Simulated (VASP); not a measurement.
# Ti2VC3 in VASP: single point with LDA

Aim: the single point of Ti2VC3 with LDA.

Program: VASP 6.6.1. These are calculated values, not measurements. Logs are shortened: lines on timing, memory, paths and dates and some standing lists are left out, and cuts for length are marked.

### 1 The cell of the first run

The cell holds a slab with vacuum, 6 atoms: a = 3.013 Å, b = 3.013 Å, c = 20.261 Å, α = 90.00°, β = 90.00°, γ = 90.00°.

### 2 Single point, LDA

File INCAR:

```
PREC = Accurate ; ENCUT = 520
EDIFF = 1E-7 ; ISMEAR = -1
SIGMA = 0.08 ; LREAL = False
LASPH = True ; NELM = 80
ALGO = Normal ; ISIF = 2
LWAVE = False ; LCHARG = False
LDIPOL = True ; IDIPOL = 3
DIPOL = 0.5 0.5 0.500 ; NBANDS = 34
```

File KPOINTS:

```
Automatic mesh
0
Gamma
  11 11 1
```

File POSCAR:

```
Ti2VC3
1.0
    3.0129104802      0.0000000000      0.0000000000
    0.0000000000      3.0129104802      0.0000000000
    0.0000000000      0.0000000000     20.2609000000
V C Ti
1 3 2
Direct
    0.2500000000      0.2500000000      0.3984135269
    0.7500000000      0.7500000000      0.3939089911
    0.2500000000      0.2500000000      0.4999999982
    0.7500000000      0.7500000000      0.6060910097
    0.7500000000      0.7500000000      0.5000000019
    0.2500000000      0.2500000000      0.6015864721
```

Potentials or basis: VASP PAW LDA potentials, release 64 (V_sv, C, Ti_sv).

Command:

```console
cat potpaw_LDA.64/V_sv/POTCAR potpaw_LDA.64/C/POTCAR potpaw_LDA.64/Ti_sv/POTCAR > POTCAR
mpirun -np 1 vasp_std > vasp.out
```

OUTCAR:

```text
PREC = Accurate
   ENCUT = 520
   EDIFF = 1E-7
   ISMEAR = -1
   LREAL = False
   LASPH = True
   NELM = 80
   ISIF = 2

 ion  position               nearest neighbor table
   1  0.250  0.250  0.398-   3 2.06   2 2.13   2 2.13   2 2.13   2 2.13
   2  0.750  0.750  0.394-   1 2.13   1 2.13   1 2.13   1 2.13   5 2.15
   3  0.250  0.250  0.500-   1 2.06   6 2.06   5 2.13   5 2.13   5 2.13   5 2.13
   4  0.750  0.750  0.606-   6 2.13   6 2.13   6 2.13   6 2.13   5 2.15
   5  0.750  0.750  0.500-   3 2.13   3 2.13   3 2.13   3 2.13   4 2.15   2 2.15
   6  0.250  0.250  0.602-   3 2.06   4 2.13   4 2.13   4 2.13   4 2.13

  LATTYP: Found a simple tetragonal cell.
 ALAT       =     3.0129104802
 C/A-ratio  =     6.7246936586

  Lattice vectors:

 A1 = (   3.0129104802,   0.0000000000,   0.0000000000)
 A2 = (   0.0000000000,   3.0129104802,   0.0000000000)
 A3 = (   0.0000000000,   0.0000000000,  20.2609000000)

Analysis of symmetry for initial positions (statically):
=====================================================================
 Subroutine PRICEL returns:
 Original cell was already a primitive cell.

 Routine SETGRP: Setting up the symmetry group for a
 simple tetragonal supercell.

 Subroutine GETGRP returns: Found  8 space group operations
 (whereof  2 operations were pure point group operations)
 out of a pool of 16 trial point group operations.

The static configuration has the point symmetry C_1h.
 The point group associated with its full space group is C_4v.

Analysis of symmetry for dynamics (positions and initial velocities):
=====================================================================
 Subroutine PRICEL returns:
 Original cell was already a primitive cell.

 Routine SETGRP: Setting up the symmetry group for a
 simple tetragonal supercell.

 Subroutine GETGRP returns: Found  8 space group operations
 (whereof  2 operations were pure point group operations)
 out of a pool of 16 trial point group operations.

The dynamic configuration has the point symmetry C_1h.
 The point group associated with its full space group is C_4v.

 Subroutine INISYM returns: Found  8 space group operations
 (whereof  2 operations are pure point group operations),
 and found     1 'primitive' translations

----------------------------------------------------------------------------------------

                                     Primitive cell

  volume of cell :     183.9209

  direct lattice vectors                    reciprocal lattice vectors
     3.012910480  0.000000000  0.000000000     0.331904982  0.000000000  0.000000000
     0.000000000  3.012910480  0.000000000     0.000000000  0.331904982  0.000000000
     0.000000000  0.000000000 20.260900000     0.000000000  0.000000000  0.049356149

  length of vectors
     3.012910480  3.012910480 20.260900000     0.331904982  0.331904982  0.049356149

  position of ions in fractional coordinates (direct lattice)
     0.250000000  0.250000000  0.398413527
     0.750000000  0.750000000  0.393908991
     0.250000000  0.250000000  0.499999998
     0.750000000  0.750000000  0.606091010
     0.750000000  0.750000000  0.500000002
     0.250000000  0.250000000  0.601586472

  ion indices of the primitive-cell ions
   primitive index   ion index
                 1           1
                 2           2
                 3           3
                 4           4
                 5           5
                 6           6

----------------------------------------------------------------------------------------

 KPOINTS: Automatic mesh

Automatic generation of k-mesh.
 Grid dimensions read from file:
 generate k-points for:   11   11    1

 Generating k-lattice:

  Cartesian coordinates                     Fractional coordinates (reciprocal lattice)
     0.030173180  0.000000000  0.000000000     0.090909091  0.000000000  0.000000000
     0.000000000  0.030173180  0.000000000     0.000000000  0.090909091  0.000000000
     0.000000000  0.000000000  0.049356149     0.000000000  0.000000000  1.000000000

  Length of vectors
     0.030173180  0.030173180  0.049356149

  Shift w.r.t. Gamma in fractional coordinates (k-lattice)
     0.000000000  0.000000000  0.000000000

 Subroutine IBZKPT returns following result:
 ===========================================

 Found     21 irreducible k-points:

 Following reciprocal coordinates:
            Coordinates               Weight
  0.000000  0.000000  0.000000      1.000000
  0.090909  0.000000  0.000000      4.000000
  0.181818  0.000000  0.000000      4.000000
  0.272727  0.000000  0.000000      4.000000
  0.363636  0.000000  0.000000      4.000000
  0.454545  0.000000  0.000000      4.000000
[... 13 lines left out ...]
  0.454545  0.363636  0.000000      8.000000
  0.454545  0.454545  0.000000      4.000000
   k-points           NKPTS =     21   k-points in BZ     NKDIM =     21   number of bands    NBANDS=     34
   number of dos      NEDOS =    301   number of ions     NIONS =      6
   total plane-waves  NPLWV =  92160
   dimension x,y,z NGX =    24 NGY =   24 NGZ =  160
   dimension x,y,z NGXF=    48 NGYF=   48 NGZF=  320
   ions per type =               1   3   2
   NGX,Y,Z   is equivalent  to a cutoff of  13.24, 13.24, 13.13 a.u.
   NGXF,Y,Z  is equivalent  to a cutoff of  26.49, 26.49, 26.26 a.u.
 SYSTEM =  unknown system
   PREC   = accura    normal or accurate (medium, high low for compatibility)
   ISTART =      0    job   : 0-new  1-cont  2-samecut
   ICHARG =      2    charge: 1-file 2-atom 10-const
   ISPIN  =      1    spin polarized calculation?
   LNONCOLLINEAR =      F non collinear calculations
   LSORBIT =      F    spin-orbit coupling
   LASPH  =      T    aspherical Exc in radial PAW
   ENCUT  =  520.0 eV  38.22 Ry    6.18 a.u.   5.60  5.60 37.67*2*pi/ulx,y,z
   NELM   =     80;   NELMIN=  2; NELMDL= -5     # of ELM steps
   EDIFF  = 0.1E-06   stopping-criterion for ELM
   LREAL  =      F    real-space projection
   EDIFFG = 0.1E-05   stopping-criterion for IOM
   NSW    =      0    number of steps for IOM
   IBRION =     -1    ionic relax: 0-MD 1-quasi-New 2-CG
   NFREE  =      0    steps in history (QN), initial steepest desc. (CG)
   ISIF   =      2    stress and relaxation
   ISYM   =      2    0-nonsym 1-usesym 2-fastsym
   POTIM  = 0.5000    time-step for ionic-motion
   TEBEG  =    0.0;   TEEND  =   0.0 temperature during run
   PSTRESS=    0.0 pullay stress
   NELECT =      49.0000    total number of electrons
   NUPDOWN=      -1.0000    fix difference up-down
   EMIN   =  10.00;   EMAX   =-10.00  energy-range for DOS
   EFERMI =   0.00;   METHOD = LEGACY
   ISMEAR =    -1;   SIGMA  =   0.08  broadening in eV -4-tet -1-fermi 0-gaus
   EFERMI_NEDOS =   21; number of points for ismear=-14 and -15
   IALGO  =     38    algorithm
   IMIX   =      4    mixing-type and parameters
     AMIX     =   0.40;   BMIX     =  1.00
     AMIX_MAG =   1.60;   BMIX_MAG =  1.00
  volume/ion in A,a.u.               =      30.65       206.86
  Fermi-wavevector in a.u.,A,eV,Ry     =   1.053408  1.990652 15.097945  1.109668
  Thomas-Fermi vector in A             =   2.188528
   LORBIT       =      0    0 simple, 1 ext, 2 COOP (PROOUT), +10 PAW based schemes
   GGA     = CA    functional components
   LHFCALC =     F    Hartree Fock is set to
   AEXX    =    0.0000 exact exchange contribution
   IVDW    =     0    specifies the selected vdW correction
   LEPSILON=     F    determine dielectric tensor
   LRPA    =     F    only Hartree local field effects (RPA)
 non-spin polarized calculation
  energy-cutoff  :      520.00
  volume of cell :      183.92
 maximum number of plane-waves:      4983
 NGX is ok and might be reduce to    24
   NGX = 11   NGY = 11   NGZ = 75

 dipolmoment           0.000000      0.000000     -0.556645 electrons x Angstroem

 number of electron      48.9999996 magnetization

 dipolmoment           0.000000      0.000000      0.005615 electrons x Angstroem

 Free energy of the ion-electron system (eV)
  ---------------------------------------------------
  ext. energy  EPLUGINS =         0.00000000
  ---------------------------------------------------
  free energy    TOTEN  =       -59.76587953 eV

  energy without entropy =      -59.71918035  energy(sigma->0) =      -59.74252994

 E-fermi :   0.1097     XC(G=0):  -5.0813

 val. band max:        0.0772031145   @ k =   0.1818   0.1818   0.0000
 cond. band min:       0.1243590595   @ k =   0.0909   0.0000   0.0000
 fundamental gap:      0.0471559451
 Fermi energy:         0.1097183066

 k-point     1 :       0.0000    0.0000    0.0000
  band No.  band energies     occupation
      1     -63.9339      2.00000
      2     -55.8131      2.00000
      3     -55.6037      2.00000
      4     -38.2311      2.00000
      5     -38.0946      2.00000
      6     -38.0946      2.00000
[... 26 lines left out ...]
     33       2.8047      0.00000
     34       2.9797      0.00000

 k-point     2 :       0.0909    0.0000    0.0000
  band No.  band energies     occupation
      1     -63.9326      2.00000
      2     -55.8100      2.00000
      3     -55.6018      2.00000
      4     -38.2298      2.00000
      5     -38.1089      2.00000
      6     -38.0928      2.00000
[... 26 lines left out ...]
     33       2.9634      0.00000
     34       3.1989      0.00000

 k-point     3 :       0.1818    0.0000    0.0000
  band No.  band energies     occupation
      1     -63.9292      2.00000
      2     -55.8015      2.00000
      3     -55.5967      2.00000
      4     -38.2263      2.00000
      5     -38.1469      2.00000
      6     -38.0879      2.00000
[... 26 lines left out ...]
     33       2.9810      0.00000
     34       3.8329      0.00000
[... 593 lines left out ...]
 k-point    20 :       0.4545    0.3636    0.0000
  band No.  band energies     occupation
      1     -63.9049      2.00000
      2     -55.7468      2.00000
      3     -55.5547      2.00000
      4     -38.2456      2.00000
      5     -38.2153      2.00000
      6     -38.2008      2.00000
[... 26 lines left out ...]
     33       3.6940      0.00000
     34       3.9707      0.00000

 k-point    21 :       0.4545    0.4545    0.0000
  band No.  band energies     occupation
      1     -63.9025      2.00000
      2     -55.7418      2.00000
      3     -55.5500      2.00000
      4     -38.2415      2.00000
      5     -38.2412      2.00000
      6     -38.1982      2.00000
[... 26 lines left out ...]
     33       3.5417      0.00000
     34       3.6044      0.00000

------------------------ aborting loop because EDIFF is reached ----------------------------------------

 vacuum level on the upper side and lower side of the slab       (xc-potential included)         0.046        -0.065

  FORCE on cell =-STRESS in cart. coord.  units (eV):
  Direction    XX          YY          ZZ          XY          YZ          ZX
  --------------------------------------------------------------------------------------
  -------------------------------------------------------------------------------------
  Total       -8.2946742     -8.2946742     -3.3641225      0.0000000      0.0000000     -0.0000000
  in kB      -72.2568002    -72.2568002    -29.3056386      0.0000000      0.0000000     -0.0000000
  external PRESSURE =     -57.9397463 kB  Pullay stress =       0.0000000 kB

 VOLUME and BASIS-vectors are now :
 -----------------------------------------------------------------------------
  energy-cutoff  :      520.00
  volume of cell :      183.92
      direct lattice vectors                 reciprocal lattice vectors
     3.012910480  0.000000000  0.000000000     0.331904982  0.000000000  0.000000000
     0.000000000  3.012910480  0.000000000     0.000000000  0.331904982  0.000000000
     0.000000000  0.000000000 20.260900000     0.000000000  0.000000000  0.049356149

 POSITION                                       TOTAL-FORCE (eV/Angst)
 -----------------------------------------------------------------------------------
      0.75323      0.75323      8.07222         0.000000      0.000000      1.886660
      2.25968      2.25968      7.98095         0.000000     -0.000000     -0.371319
      0.75323      0.75323     10.13045         0.000000     -0.000000     -1.179402
      2.25968      2.25968     12.27995         0.000000     -0.000000      0.275452
      2.25968      2.25968     10.13045        -0.000000     -0.000000     -0.202500
      0.75323      0.75323     12.18868        -0.000000     -0.000000     -0.408891
 -----------------------------------------------------------------------------------
    total drift:                                0.000000      0.000000     -0.000004

  FREE ENERGIE OF THE ION-ELECTRON SYSTEM (eV)
  ---------------------------------------------------
  free  energy   TOTEN  =       -59.7658795332 eV

  energy  without entropy=      -59.7191803533  energy(sigma->0) =      -59.74252994

 vacuum level on the upper side and lower side of the slab         4.597         4.484
```

Wall time 2.9 min (1 thread of Intel Xeon 6975P-C (Granite Rapids), shared host); peak memory 0.31 GiB.

What came out:

```
Free energy            : -59.7659 eV
Largest force          : 1.887 eV/Å
Band gap on the k mesh : zero (an odd number of electrons rules out a gap without spin polarisation)
```

Forces on the atoms (eV/Å):
```
V    0.000  0.000  1.887
C    0.000  0.000 -0.371
C    0.000  0.000 -1.179
C    0.000  0.000  0.275
Ti   0.000  0.000 -0.203
Ti   0.000  0.000 -0.409
```
